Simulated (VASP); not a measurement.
A run of VASP 6.6.1 is set up as follows.

Contents of INCAR:

```
  ALGO = Normal
  EDIFF = 1E-7
  ENCUT = 520
  GGA = PS
  ISIF = 2
  ISMEAR = 0
  LASPH = T
  LCHARG = F
  LREAL = F
  LWAVE = F
  NBANDS = 33
  NELM = 60
  PREC = Accurate
  SIGMA = 0.01
```

Contents of KPOINTS:

```
k-points
0
Gamma
  6 6 8
```

The input POSCAR:

```
TiO2
1.0
    4.5911760261      0.0000000000      0.0000000000
    0.0000000000      4.5911760261      0.0000000000
    0.0000000000      0.0000000000      2.9390520202
Ti O
2 4
Direct
    0.0000000000      0.0000000000      0.0000000000
    0.5000000000      0.5000000000      0.5000000000
    0.3044391678      0.3044391678      0.0000000000
    0.1955608322      0.8044391678      0.5000000000
    0.6955608322      0.6955608322      0.0000000000
    0.8044391678      0.1955608322      0.5000000000
```

Potentials or basis: VASP PAW PBE potentials, release 64 (Ti_sv, O).

Launch:

```bash
$ cat potpaw_PBE.64/Ti_sv/POTCAR potpaw_PBE.64/O/POTCAR > POTCAR
$ mpirun -np 1 vasp_std > vasp.out
```

Q: What does it give for the pressure?

A: 0.7 GPa.

Q: What does it give for the largest force?

A: 0.025 eV/Å.

Stress tensor (GPa, compression positive):
```
0.57 0.00 0.00
0.00 0.57 0.00
0.00 0.00 0.86
```

Caveat: the PAW data sets were made with another functional, which shifts forces and pressure a little.

**Experimental background.**

From “Shallow Valence Band of Rutile GeO2 and P-type Doping”, 2020, arxiv:2011.08928, for a bulk crystal of TiO2 at 1.6 K: band gap 3.03 eV (direct).

Measured gap of TiO2: 3.03 eV (direct; 1.6 K; quoted in “Shallow Valence Band of Rutile GeO2 and P-type Doping”, 2020, arxiv:2011.08928). This calculation gives 1.84 eV (-1.19 eV). 2 values of this kind are on record in papers (3.03 to 3.05 eV); this one was drawn at random among those near their median. The value is that of PBEsol on a finite k mesh, which can miss the band edges, without temperature or zero-point motion. Semilocal functionals fall short of measured gaps as a rule.
